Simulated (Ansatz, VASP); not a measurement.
Ga in VASP and in Ansatz

The input INCAR:

```
PREC = Accurate
ENCUT = 520
EDIFF = 1E-8
ISMEAR = -1
SIGMA = 0.03
LREAL = False
LASPH = True
NELM = 60
ALGO = Normal
ISIF = 2
LWAVE = False
LCHARG = False
GGA = PS
LEFG = True
NBANDS = 20
```

File KPOINTS:

```
Automatic mesh
0
Gamma
  14 14 11
```

The input POSCAR:

```
Ga
1.0
    1.4056761615     -4.0925199307      0.0000000000
    1.4056761615      4.0925199307      0.0000000000
   -0.1193757521      0.0000000000      3.3845287204
Ga
2
Direct
    0.8690000000      0.1310000000      0.2500000000
    0.1310000000      0.8690000000      0.7500000000
```

Input for Ansatz:

```yaml
crystal:
  lattice:
    - [1.4056761615, -4.0925199307, 0.0]
    - [1.4056761615, 4.0925199307, 0.0]
    - [-0.1193757521, 0.0, 3.3845287204]
  atoms:
    - { symbol: Ga, position: [0.869, 0.131, 0.25] }
    - { symbol: Ga, position: [0.131, 0.869, 0.75] }
kpoints:
  mp_grid: { grid: [14, 14, 11] }
scf:
  occupations: { method: fermi_dirac, width: 0.03 }
hamiltonian:
  xc: pbesol
  pseudopotentials: { kind: paw }
output:
  forces: true
  stress: true
  eigenvalues: true
  efg: { contact_densities: true }
```

Change from the starting cell: volume scaled by 1.05, PAW files.

Alike in both runs: task electric field gradients; functional PBEsol; k mesh 14 × 14 × 11; occupations fermi-dirac, width 0.03 eV; no spin polarisation.

|  | VASP | Ansatz |
| --- | --- | --- |
| version | VASP 6.6.1 | Ansatz 0.2.0 |
| potentials or method | VASP PAW PBE potentials, release 64 (Ga_d) | PAW with Ansatz's default frozen-core files, scalar-relativistic |
| plane-wave cutoff (eV) | 520 | 420 |
| valence electrons in the cell | 26 | 26 |

```tsv
	VASP	Ansatz	Ansatz less VASP
pressure (GPa)	-4.0	-4.1	-0.05
traceless stress, the component that is largest in VASP (GPa)	-0.05	-0.06	-0.001
rms of the force components (eV/Å)	0.091	0.091	0.0000
size of Vzz on the site where it differs most (V/Å²)	23.0	24.4	+1.45
```

VASP's potentials were made for PBE, not for PBEsol. Atom by atom the forces differ by 0.000 eV/Å (rms over components).
